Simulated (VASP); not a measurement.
Runs of VASP 6.6.1 on Al2Cu. The structure is that of space group Fm-3m (No. 225), or close to it. The cells are those of the table. 

```tsv
task	level	potentials or basis	cell	k mesh	cutoff (eV)	smearing	dipole correction	tolerance level	purpose	passes	gap on the mesh (eV)	pressure (GPa)	relaxed volume (Å³/atom)
single point	PBEsol	VASP PAW PBE potentials, release 64 (Cu, Al)	a = 3.990 Å, angles 119.9, 119.9, 90.1°, 3 atoms	9 × 9 × 9	520	fermi-dirac 0.05 eV	no	-	-	-	none	5.2	-
relaxation of cell and atoms	PBEsol	VASP PAW PBE potentials, release 64 (Cu, Al)	relaxed to 20 GPa from a = 4.046 Å, angles 119.8, 119.8, 90.4°, 3 atoms	9 × 9 × 9	600	fermi-dirac 0.05 eV	no	-	-	-	none	20.0	-
single point	PBEsol	VASP PAW PBE potentials, release 64 (Cu, Al)	a = 3.797 Å, angles 119.8, 119.8, 90.3°, 3 atoms	9 × 9 × 9	520	fermi-dirac 0.05 eV	no	-	-	-	none	30.4	-
relaxation of cell and atoms	LDA	VASP PAW LDA potentials, release 64 (Cu, Al)	relaxed from a = 4.046 Å, angles 119.8, 119.8, 90.4°, 3 atoms	13 × 13 × 13	780	gaussian 0.04 eV	-	standard	cell	3	none	0.0	(a)
single point	PBEsol	VASP PAW PBE potentials, release 64 (Cu, Al)	a = 3.860 Å, angles 119.8, 119.8, 90.3°, 3 atoms	9 × 9 × 9	520	fermi-dirac 0.05 eV	no	-	-	-	none	(b)	-
relaxation of cell and atoms	LDA	VASP PAW LDA potentials, release 64 (Cu, Al)	relaxed from a = 4.046 Å, angles 119.8, 119.8, 90.4°, 3 atoms	10 × 10 × 10	440	gaussian 0.07 eV	-	standard	cell	2	none	0.0	15.22
relaxation of cell and atoms	PBEsol	VASP PAW PBE potentials, release 64 (Cu, Al)	relaxed to 5 GPa from a = 4.046 Å, angles 119.8, 119.8, 90.4°, 3 atoms	9 × 9 × 9	600	fermi-dirac 0.05 eV	no	-	-	-	none	5.0	-
```

Alike in all rows: no spin polarisation.

Fill in the values left out.

(a) 15.24; (b) 20.2.

Caveats: the PAW data sets were made with another functional, which shifts forces and pressure a little (at least some runs); the cell stands under pressure (at least some runs); the cell is relaxed towards a set pressure, so the run minimises the enthalpy, not the energy (at least some runs).

A gap of «none» marks levels without a gap at the run's occupations.
